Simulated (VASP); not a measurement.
Crystal: Be3Se2.

```xyz
5
Lattice="5.8581 0.0000 0.0000 -2.9290 5.0733 0.0000 0.0000 0.0000 2.5151" Properties=species:S:1:pos:R:3 pbc="T T T"
Be    2.9290    0.0000    0.0000
Be   -1.4645    2.5366    0.0000
Be    1.4645    2.5366    0.0000
Se    0.0000    3.3822    0.0000
Se    2.9290    1.6911    0.0000
```

* Program: VASP 6.6.1
* Task: relaxation of cell and atoms
* Functional: PBE
* Potentials or basis: VASP PAW PBE potentials, release 64 (Be, Se)
* Cutoff: 600 eV
* k mesh: 3 × 3 × 6
* Occupations: gaussian, width 0.1 eV
* Spin: no spin polarisation

At the start: pressure 82.8 GPa; volume 14.95 Å³/atom.

Q: How do energy, volume and symmetry change on relaxing?

A: Over 8 steps the energy falls by 2054.0 meV/atom and the volume is 28.11 Å³/atom (+88.0 %); space group P6/mmm (No. 191, to 0.05 Å).

Step by step:
```tsv
step	energy change (eV)	largest force (eV/Å)	pressure (GPa)	volume (Å³)
1	0.0000	0.0000	82.84	74.75
2	-9.1479	0.0000	-4.71	191.22
3	-10.1972	0.0000	2.21	132.99
4	-10.2225	0.0000	-0.27	142.88
5	-10.2309	0.0000	0.41	139.56
6	-10.2297	0.0000	0.77	138.01
7	-10.2678	0.0000	0.26	139.90
8	-10.2699	0.0000	0.12	140.53
```

Final structure:
```
Be Se
1.0
     7.45212    0.00000    0.00000
    -3.72606    6.45373    0.00000
     0.00000    0.00000    2.92204
Be Se
3 2
Direct
  0.50000 0.00000 0.00000
  0.00000 0.50000 0.00000
  0.50000 0.50000 0.00000
  0.33333 0.66667 0.00000
  0.66667 0.33333 0.00000
```

Caveat: the k points lie up to 0.36 Å⁻¹ apart in the final cell; the volume moved by over 15 % at a fixed basis, so the end points are rough.
